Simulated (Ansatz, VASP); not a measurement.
**One calculation of Au, two programs**

The input INCAR:

```
ALGO = Normal
EDIFF = 1E-7
ENCUT = 520
GGA = RP
ISIF = 2
ISMEAR = -1
LASPH = True
LCHARG = False
LREAL = False
LWAVE = False
NBANDS = 12
NELM = 80
PREC = Accurate
SIGMA = 0.1
```

File KPOINTS:

```
k-points
0
Gamma
  21 21 21
```

Contents of POSCAR:

```
Au
1.0
    0.0000000000      2.0705727280      2.0705727280
    2.0705727280      0.0000000000      2.0705727280
    2.0705727280      2.0705727280      0.0000000000
Au
1
Direct
    0.0000000000      0.0000000000      0.0000000000
```

Input for Ansatz:

```yaml
crystal:
  lattice:
    - [0.0, 2.0705727301, 2.0705727301]
    - [2.0705727301, 0.0, 2.0705727301]
    - [2.0705727301, 2.0705727301, 0.0]
  atoms:
    - { symbol: Au, position: [0.0, 0.0, 0.0] }
hamiltonian:
  xc: rpbe
  pseudopotentials:
    kind: paw
    azcp:
      Au: "pseudopotentials/Au.paw.azcp"
basis:
  ecutwfc: 420
  fft_grid_basis: typed
kpoints:
  mp_grid: { grid: [21, 21, 21], shift: [0, 0, 0] }
magnetization:
  spin_polarized: false
scf:
  occupations: { method: fermi_dirac, width: 0.1 }
output:
  stress: true
```

Alike in both runs: task single point; functional RPBE; k mesh 21 × 21 × 21; occupations fermi-dirac, width 0.1 eV; no spin polarisation.

```csv
,VASP,Ansatz
version,VASP 6.6.1,Ansatz 0.2.0
potentials or method,"VASP PAW PBE potentials, release 64 (Au), cutoff 520 eV","plane waves (420 eV) with PAW, scalar-relativistic"
valence electrons in the cell,11,19
```

```tsv
	VASP	Ansatz	Ansatz less VASP
pressure (GPa)	5.4	5.6	+0.25
```

VASP's potentials were made for PBE, not for RPBE. The functional is the same, so the differences come from potentials, cutoffs and numerics. VASP's potentials hold 11 valence electrons a cell and Ansatz's 19, so a difference there can come from the potentials and not from the codes.

Spin-orbit coupling is off throughout.
